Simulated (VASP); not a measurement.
# BeS (F-43m) in VASP: settings compared

BeS is run at these levels: r2SCAN, HSE06, r2SCAN0; tasks: single point, relaxation of cell and atoms.

Everything below comes from runs of VASP 6.6.1. Logs are shortened: lines on timing, memory, paths and dates and some standing lists are left out, and cuts for length are marked.

## 1. The cell of the first run

The structure is cubic, space group F-43m (No. 216). The conventional cell has a = 4.964 Å, b = 4.964 Å, c = 4.964 Å, α = 90.00°, β = 90.00°, γ = 90.00°. Be (site symmetry -43m) has 4 S at 2.15 Å within 2.8 Å. Within 2.8 Å of S (site symmetry -43m) lie 4 Be at 2.15 Å.

## 2. Single point, r2SCAN (15.29 Å³/atom)

Contents of POSCAR:

```
BeS
1.0
    0.0000000000      2.4820502594      2.4820502594
    2.4820502594      0.0000000000      2.4820502594
    2.4820502594      2.4820502594      0.0000000000
Be S
1 1
Direct
    0.0000000000      0.0000000000      0.0000000000
    0.2500000000      0.2500000000      0.2500000000
```

Contents of INCAR.step1:

```
SYSTEM = BeS
PREC = Accurate
ENCUT = 660
ISMEAR = 0
SIGMA = 0.01
LREAL = .FALSE.
LASPH = .TRUE.
NELM = 120
NBANDS = 11
GGA = PE
ALGO = Normal
EDIFF = 1E-5
LWAVE = .TRUE.
LCHARG = .FALSE.
GGA_COMPAT = .FALSE.
```

Contents of INCAR.step2:

```
SYSTEM = BeS
PREC = Accurate
ENCUT = 660
EDIFF = 1E-6
ISMEAR = 0
SIGMA = 0.01
LREAL = .FALSE.
LASPH = .TRUE.
NELM = 120
ALGO = Normal
ISIF = 2
LWAVE = .FALSE.
LCHARG = .FALSE.
METAGGA = R2SCAN
LMIXTAU = .TRUE.
NBANDS = 11
ISTART = 1
GGA_COMPAT = .FALSE.
```

Contents of KPOINTS:

```
regular mesh
0
G
  8 8 8
  0 0 0
```

Potentials or basis: VASP PAW PBE potentials, release 64 (Be, S).

Command:

```console
$ cat potpaw_PBE.64/Be/POTCAR potpaw_PBE.64/S/POTCAR > POTCAR
$ cp INCAR.step1 INCAR
$ mpirun -np 1 vasp_std > vasp.out
$ cp INCAR.step2 INCAR
$ mpirun -np 1 vasp_std > vasp.out
```

OUTCAR:

```text
SYSTEM = BeS
   PREC = Accurate
   ENCUT = 660
   EDIFF = 1E-6
   ISMEAR = 0
   LREAL = .FALSE.
   LASPH = .TRUE.
   NELM = 120
   ISIF = 2
   METAGGA = R2SCAN
   ISTART = 1

 ion  position               nearest neighbor table
   1  0.000  0.000  0.000-   2 2.15   2 2.15   2 2.15   2 2.15
   2  0.250  0.250  0.250-   1 2.15   1 2.15   1 2.15   1 2.15

  LATTYP: Found a face centered cubic cell.
 ALAT       =     4.9641005188

  Lattice vectors:

 A1 = (   0.0000000000,   2.4820502594,   2.4820502594)
 A2 = (   2.4820502594,   0.0000000000,   2.4820502594)
 A3 = (   2.4820502594,   2.4820502594,   0.0000000000)

Analysis of symmetry for initial positions (statically):
=====================================================================
 Subroutine PRICEL returns:
 Original cell was already a primitive cell.

 Routine SETGRP: Setting up the symmetry group for a
 face centered cubic supercell.

 Subroutine GETGRP returns: Found 24 space group operations
 (whereof 24 operations were pure point group operations)
 out of a pool of 48 trial point group operations.

The static configuration has the point symmetry T_d .

Analysis of symmetry for dynamics (positions and initial velocities):
=====================================================================
 Subroutine PRICEL returns:
 Original cell was already a primitive cell.

 Routine SETGRP: Setting up the symmetry group for a
 face centered cubic supercell.

 Subroutine GETGRP returns: Found 24 space group operations
 (whereof 24 operations were pure point group operations)
 out of a pool of 48 trial point group operations.

The dynamic configuration has the point symmetry T_d .

 Subroutine INISYM returns: Found 24 space group operations
 (whereof 24 operations are pure point group operations),
 and found     1 'primitive' translations

----------------------------------------------------------------------------------------

                                     Primitive cell

  volume of cell :      30.5817

  direct lattice vectors                    reciprocal lattice vectors
     0.000000000  2.482050259  2.482050259    -0.201446364  0.201446364  0.201446364
     2.482050259  0.000000000  2.482050259     0.201446364 -0.201446364  0.201446364
     2.482050259  2.482050259  0.000000000     0.201446364  0.201446364 -0.201446364

  length of vectors
     3.510149139  3.510149139  3.510149139     0.348915337  0.348915337  0.348915337

  position of ions in fractional coordinates (direct lattice)
     0.000000000  0.000000000  0.000000000
     0.250000000  0.250000000  0.250000000

  ion indices of the primitive-cell ions
   primitive index   ion index
                 1           1
                 2           2

----------------------------------------------------------------------------------------

 KPOINTS: regular mesh

Automatic generation of k-mesh.
 Grid dimensions read from file:
 generate k-points for:    8    8    8

 Generating k-lattice:

  Cartesian coordinates                     Fractional coordinates (reciprocal lattice)
    -0.025180795  0.025180795  0.025180795     0.125000000  0.000000000  0.000000000
     0.025180795 -0.025180795  0.025180795     0.000000000  0.125000000  0.000000000
     0.025180795  0.025180795 -0.025180795     0.000000000  0.000000000  0.125000000

  Length of vectors
     0.043614417  0.043614417  0.043614417

  Shift w.r.t. Gamma in fractional coordinates (k-lattice)
     0.000000000  0.000000000  0.000000000

 Subroutine IBZKPT returns following result:
 ===========================================

 Found     29 irreducible k-points:

 Following reciprocal coordinates:
            Coordinates               Weight
  0.000000  0.000000  0.000000      1.000000
  0.125000  0.000000  0.000000      8.000000
  0.250000  0.000000  0.000000      8.000000
  0.375000  0.000000  0.000000      8.000000
  0.500000  0.000000  0.000000      4.000000
  0.125000  0.125000  0.000000      6.000000
[... 16 lines left out ...]
  0.500000  0.250000  0.125000     48.000000
 -0.375000  0.250000  0.125000     24.000000
 [... further k-points ...]
   k-points           NKPTS =     29   k-points in BZ     NKDIM =     29   number of bands    NBANDS=     11
   number of dos      NEDOS =    301   number of ions     NIONS =      2
   total plane-waves  NPLWV =  27000
   dimension x,y,z NGX =    30 NGY =   30 NGZ =   30
   dimension x,y,z NGXF=    60 NGYF=   60 NGZF=   60
   ions per type =               1   1
   NGX,Y,Z   is equivalent  to a cutoff of  14.21, 14.21, 14.21 a.u.
   NGXF,Y,Z  is equivalent  to a cutoff of  28.42, 28.42, 28.42 a.u.
 SYSTEM =  BeS
   PREC   = accura    normal or accurate (medium, high low for compatibility)
   ISTART =      1    job   : 0-new  1-cont  2-samecut
   ICHARG =      0    charge: 1-file 2-atom 10-const
   ISPIN  =      1    spin polarized calculation?
   LNONCOLLINEAR =      F non collinear calculations
   LSORBIT =      F    spin-orbit coupling
   LASPH  =      T    aspherical Exc in radial PAW
   ENCUT  =  660.0 eV  48.51 Ry    6.96 a.u.   7.35  7.35  7.35*2*pi/ulx,y,z
   NELM   =    120;   NELMIN=  2; NELMDL=  0     # of ELM steps
   EDIFF  = 0.1E-05   stopping-criterion for ELM
   LREAL  =      F    real-space projection
   EDIFFG = 0.1E-04   stopping-criterion for IOM
   NSW    =      0    number of steps for IOM
   IBRION =     -1    ionic relax: 0-MD 1-quasi-New 2-CG
   NFREE  =      0    steps in history (QN), initial steepest desc. (CG)
   ISIF   =      2    stress and relaxation
   ISYM   =      2    0-nonsym 1-usesym 2-fastsym
   POTIM  = 0.5000    time-step for ionic-motion
   TEBEG  =    0.0;   TEEND  =   0.0 temperature during run
   PSTRESS=    0.0 pullay stress
   NELECT =       8.0000    total number of electrons
   NUPDOWN=      -1.0000    fix difference up-down
   EMIN   =  10.00;   EMAX   =-10.00  energy-range for DOS
   EFERMI =   0.00;   METHOD = LEGACY
   ISMEAR =     0;   SIGMA  =   0.01  broadening in eV -4-tet -1-fermi 0-gaus
   EFERMI_NEDOS =   21; number of points for ismear=-14 and -15
   IALGO  =     38    algorithm
   IMIX   =      4    mixing-type and parameters
     AMIX     =   0.40;   BMIX     =  1.00
     AMIX_MAG =   1.60;   BMIX_MAG =  1.00
  volume/ion in A,a.u.               =      15.29       103.19
  Fermi-wavevector in a.u.,A,eV,Ry     =   1.047010  1.978562 14.915120  1.096230
  Thomas-Fermi vector in A             =   2.181872
   LORBIT       =      0    0 simple, 1 ext, 2 COOP (PROOUT), +10 PAW based schemes
   METAGGA = R2SCAN    functional components
   LHFCALC =     F    Hartree Fock is set to
   AEXX    =    0.0000 exact exchange contribution
   IVDW    =     0    specifies the selected vdW correction
   LEPSILON=     F    determine dielectric tensor
   LRPA    =     F    only Hartree local field effects (RPA)
 non-spin polarized calculation
 Gauss-broadening in eV      SIGMA  =   0.01
  energy-cutoff  :      660.00
  volume of cell :       30.58
 maximum number of plane-waves:      1243
 NGX is ok and might be reduce to    30
   NGX = 15   NGY = 15   NGZ = 15

 number of electron       7.9999999 magnetization

 Free energy of the ion-electron system (eV)
  ---------------------------------------------------
  ext. energy  EPLUGINS =         0.00000000
  ---------------------------------------------------
  free energy    TOTEN  =       -14.76152053 eV

  energy without entropy =      -14.76152053  energy(sigma->0) =      -14.76152053

 E-fermi :   3.3464     XC(G=0):  -9.8837

 val. band max:        3.2664272177   @ k =   0.0000   0.0000   0.0000
 cond. band min:       6.9837836823   @ k =   0.5000   0.5000   0.0000
 fundamental gap:      3.7173564646
 Fermi energy:         3.3463572355

 k-point     1 :       0.0000    0.0000    0.0000
  band No.  band energies     occupation
      1     -10.5640      2.00000
      2       3.2664      2.00000
      3       3.2664      2.00000
      4       3.2664      2.00000
      5       9.3382      0.00000
      6       9.5528      0.00000
      7       9.5528      0.00000
      8       9.5528      0.00000
      9      16.5537      0.00000
     10      16.5537      0.00000
     11      18.5900      0.00000

 k-point     2 :       0.1250    0.0000    0.0000
  band No.  band energies     occupation
      1     -10.3956      2.00000
      2       2.1348      2.00000
      3       3.0868      2.00000
      4       3.0868      2.00000
      5       9.3378      0.00000
      6       9.8925      0.00000
      7       9.8925      0.00000
      8      10.6972      0.00000
      9      15.9070      0.00000
     10      15.9070      0.00000
     11      18.5880      0.00000

 k-point     3 :       0.2500    0.0000    0.0000
  band No.  band energies     occupation
      1      -9.9363      2.00000
      2       0.1178      2.00000
      3       2.7192      2.00000
      4       2.7192      2.00000
      5       9.2415      0.00000
      6      10.4219      0.00000
      7      10.4219      0.00000
      8      12.8132      0.00000
      9      15.6835      0.00000
     10      15.6835      0.00000
     11      18.1258      0.00000

 k-point     4 :       0.3750    0.0000    0.0000
  band No.  band energies     occupation
      1      -9.3656      2.00000
      2      -1.5649      2.00000
      3       2.4158      2.00000
      4       2.4158      2.00000
      5       9.1454      0.00000
      6      10.4930      0.00000
      7      10.4930      0.00000
      8      14.4570      0.00000
      9      17.0183      0.00000
     10      17.0183      0.00000
     11      18.1550      0.00000

 k-point     5 :       0.5000    0.0000    0.0000
  band No.  band energies     occupation
      1      -9.0765      2.00000
      2      -2.2445      2.00000
      3       2.3037      2.00000
      4       2.3037      2.00000
      5       9.1062      0.00000
      6      10.4216      0.00000
      7      10.4216      0.00000
      8      14.9595      0.00000
      9      18.6664      0.00000
     10      18.6664      0.00000
     11      18.9050      0.00000
[... 211 lines left out ...]
 k-point    21 :       0.5000    0.5000    0.0000
  band No.  band energies     occupation
      1      -8.5721      2.00000
      2      -1.5643      2.00000
      3       0.7920      2.00000
      4       0.7920      2.00000
      5       6.9838      0.00000
      6       8.6990      0.00000
      7      16.5604      0.00000
      8      16.5604      0.00000
      9      19.0823      0.00000
     10      20.0978      0.00000
     11      20.6501      0.00000

 k-point    22 :       0.3750    0.2500    0.1250
  band No.  band energies     occupation
      1      -9.5635      2.00000
      2      -0.1305      2.00000
      3       1.2740      2.00000
      4       2.2312      2.00000
      5       9.3538      0.00000
      6      10.9919      0.00000
      7      11.2510      0.00000
      8      12.3337      0.00000
      9      15.2886      0.00000
     10      18.1633      0.00000
     11      19.7836      0.00000

 k-point    23 :       0.5000    0.2500    0.1250
  band No.  band energies     occupation
      1      -9.0658      2.00000
      2      -1.2182      2.00000
      3       0.7441      2.00000
      4       1.7950      2.00000
      5       9.7981      0.00000
      6      10.5875      0.00000
      7      12.1341      0.00000
      8      13.0603      0.00000
      9      16.3455      0.00000
     10      18.2213      0.00000
     11      20.1896      0.00000

 k-point    24 :      -0.3750    0.2500    0.1250
  band No.  band energies     occupation
      1      -8.8219      2.00000
      2      -1.7302      2.00000
      3       0.6413      2.00000
      4       1.5679      2.00000
      5       9.9265      0.00000
      6      10.2989      0.00000
      7      12.8244      0.00000
      8      14.1953      0.00000
      9      15.2968      0.00000
     10      19.0830      0.00000
     11      19.7135      0.00000

 [... further k-points ...]
[... 5 lines left out ...]
  --------------------------------------------------------------------------------------
  -------------------------------------------------------------------------------------
  Total       -0.9315856     -0.9315856     -0.9315856     -0.0000000      0.0000000     -0.0000000
  in kB      -48.8058216    -48.8058216    -48.8058216     -0.0000000      0.0000000     -0.0000000
  external PRESSURE =     -48.8058216 kB  Pullay stress =       0.0000000 kB

 VOLUME and BASIS-vectors are now :
 -----------------------------------------------------------------------------
  energy-cutoff  :      660.00
  volume of cell :       30.58
      direct lattice vectors                 reciprocal lattice vectors
     0.000000000  2.482050259  2.482050259    -0.201446364  0.201446364  0.201446364
     2.482050259  0.000000000  2.482050259     0.201446364 -0.201446364  0.201446364
     2.482050259  2.482050259  0.000000000     0.201446364  0.201446364 -0.201446364

 POSITION                                       TOTAL-FORCE (eV/Angst)
 -----------------------------------------------------------------------------------
      0.00000      0.00000      0.00000        -0.000000     -0.000000     -0.000000
      1.24103      1.24103      1.24103         0.000000      0.000000      0.000000
 -----------------------------------------------------------------------------------
    total drift:                                0.000000      0.000000      0.000000

  FREE ENERGIE OF THE ION-ELECTRON SYSTEM (eV)
  ---------------------------------------------------
  free  energy   TOTEN  =       -14.7615205300 eV

  energy  without entropy=      -14.7615205300  energy(sigma->0) =      -14.76152053
```

Wall time 24 s (1 thread of Intel Xeon 6975P-C (Granite Rapids), shared host); peak memory 0.16 GiB.

What came out:

```
Free energy            : -14.7615 eV
Pressure               : -4.9 GPa
Band gap on the k mesh : 3.72 eV (least direct gap 6.07 eV)
```

Caveat: the cell stands under tension; the PAW data sets were made with another functional, which shifts forces and pressure a little. r2SCAN opens gaps a little over a GGA but as a rule still falls short of measured ones.

## 3. Single point, r2SCAN

This run uses another cell than the first one, of 14.43 Å³/atom.

Contents of POSCAR:

```
BeS
1.0
    0.0000000000      2.4343066356      2.4343066356
    2.4343066356      0.0000000000      2.4343066356
    2.4343066356      2.4343066356      0.0000000000
Be S
1 1
Direct
    0.0000000000      0.0000000000      0.0000000000
    0.2500000000      0.2500000000      0.2500000000
```

Contents of INCAR.step1:

```
SYSTEM = BeS
PREC     = Accurate       ! precision mode
ENCUT    = 660            ! plane-wave cutoff, eV
ISMEAR   = 0              ! smearing method
SIGMA    = 0.01           ! smearing width, eV
LREAL    = .False.        ! projectors in reciprocal space
LASPH    = .True.         ! aspherical terms in the spheres
NELM     = 120            ! most SCF steps
NBANDS   = 11             ! bands
GGA      = PE             ! functional
ALGO     = Normal         ! electronic algorithm
EDIFF    = 1E-5           ! SCF threshold, eV
LWAVE    = .True.         ! write WAVECAR
LCHARG   = .False.        ! write CHGCAR
GGA_COMPAT= .False.
```

Contents of INCAR.step2:

```
SYSTEM = BeS
PREC     = Accurate       ! precision mode
ENCUT    = 660            ! plane-wave cutoff, eV
EDIFF    = 1E-6           ! SCF threshold, eV
ISMEAR   = 0              ! smearing method
SIGMA    = 0.01           ! smearing width, eV
LREAL    = .False.        ! projectors in reciprocal space
LASPH    = .True.         ! aspherical terms in the spheres
NELM     = 120            ! most SCF steps
ALGO     = Normal         ! electronic algorithm
ISIF     = 2              ! what is computed and relaxed
LWAVE    = .False.        ! write WAVECAR
LCHARG   = .False.        ! write CHGCAR
METAGGA  = R2SCAN         ! meta-GGA
LMIXTAU  = .True.       
NBANDS   = 11             ! bands
ISTART   = 1            
GGA_COMPAT= .False.
```

Contents of KPOINTS:

```
Automatic mesh
0
Gamma
  10 10 10
  0 0 0
```

Potentials or basis: VASP PAW PBE potentials, release 64 (Be, S).

Command:

```console
$ cat potpaw_PBE.64/Be/POTCAR potpaw_PBE.64/S/POTCAR > POTCAR
$ cp INCAR.step1 INCAR
$ mpirun -np 1 vasp_std > vasp.out
$ cp INCAR.step2 INCAR
$ mpirun -np 1 vasp_std > vasp.out
```

Wall time 43 s (1 thread of Intel Xeon 6975P-C (Granite Rapids), shared host); peak memory 0.17 GiB.

It converged, with:

- Free energy: -14.7874 eV
- Pressure: 0.3 GPa
- Band gap on the k mesh: 3.60 eV (least direct gap 6.26 eV)

Levels at points of the mesh, in eV from the valence-band top:
```
           k point  band 2  band 3  band 4  band 5  band 6  band 7
(0.00, 0.00, 0.00)    0.00    0.00    0.00    6.26    6.26    6.26
(0.50, 0.00, 0.00)   -5.88   -1.04   -1.04    6.06    7.14    7.14
(0.50, 0.50, 0.00)   -5.13   -2.67   -2.67    3.60    5.39   13.77
```

Caveat: the PAW data sets were made with another functional, which shifts forces and pressure a little. A k mesh can miss the band edges.

## 4. Single point, HSE06

This run uses another cell than the first one, of 14.43 Å³/atom.

Contents of POSCAR:

```
BeS
1.0
    0.0000000000      2.4343066371      2.4343066371
    2.4343066371      0.0000000000      2.4343066371
    2.4343066371      2.4343066371      0.0000000000
Be S
1 1
Direct
    0.0000000000      0.0000000000      0.0000000000
    0.2500000000      0.2500000000      0.2500000000
```

Contents of INCAR.step1:

```
PREC = Accurate ; ENCUT = 520
EDIFF = 1E-5 ; ISMEAR = 0
SIGMA = 0.01 ; LREAL = F
LASPH = T ; NELM = 100
ALGO = Normal ; ISIF = 2
LWAVE = T ; LCHARG = F
NBANDS = 11 ; GGA = PE
```

Contents of INCAR.step2:

```
PREC = Accurate ; ENCUT = 520
EDIFF = 1E-6 ; ISMEAR = 0
SIGMA = 0.01 ; LREAL = F
LASPH = T ; NELM = 100
ALGO = Normal ; ISIF = 2
LWAVE = F ; LCHARG = F
GGA = PE ; LHFCALC = T
HFSCREEN = 0.2079 ; PRECFOCK = Normal
NBANDS = 11 ; ISTART = 1
```

Contents of KPOINTS:

```
regular mesh
0
Gamma
  6 6 6
```

Command:

```console
$ cat potpaw_PBE.64/Be/POTCAR potpaw_PBE.64/S/POTCAR > POTCAR
$ cp INCAR.step1 INCAR
$ mpirun -np 1 vasp_std > vasp.out
$ cp INCAR.step2 INCAR
$ mpirun -np 1 vasp_std > vasp.out
```

Run time: 13 min. Hardware: 1 thread of Intel Xeon 8259CL, shared host; peak memory 0.26 GiB.

Results (log left out):

```
Free energy            : -11.3875 eV
Pressure               : -1.1 GPa
Band gap on the k mesh : 4.08 eV (least direct gap 6.87 eV)
```

Levels at points of the mesh, in eV from the valence-band top:
| k point | band 1 | band 2 | band 3 | band 4 | band 5 | band 6 | band 7 | band 8 | band 9 |
| --- | --- | --- | --- | --- | --- | --- | --- | --- | --- |
| (0.00, 0.00, 0.00) | -15.00 | 0.00 | 0.00 | 0.00 | 6.87 | 6.87 | 6.87 | 6.96 | 14.25 |
| (0.50, 0.00, 0.00) | -13.26 | -6.28 | -1.11 | -1.11 | 6.56 | 7.77 | 7.77 | 12.50 | 16.53 |
| (0.50, 0.50, 0.00) | -12.67 | -5.48 | -2.84 | -2.84 | 4.08 | 5.97 | 14.42 | 14.42 | 17.09 |

Caveat: the PAW data sets were made with another functional, which shifts forces and pressure a little. A k mesh can miss the band edges.

(Continued in part 2 of 2.)
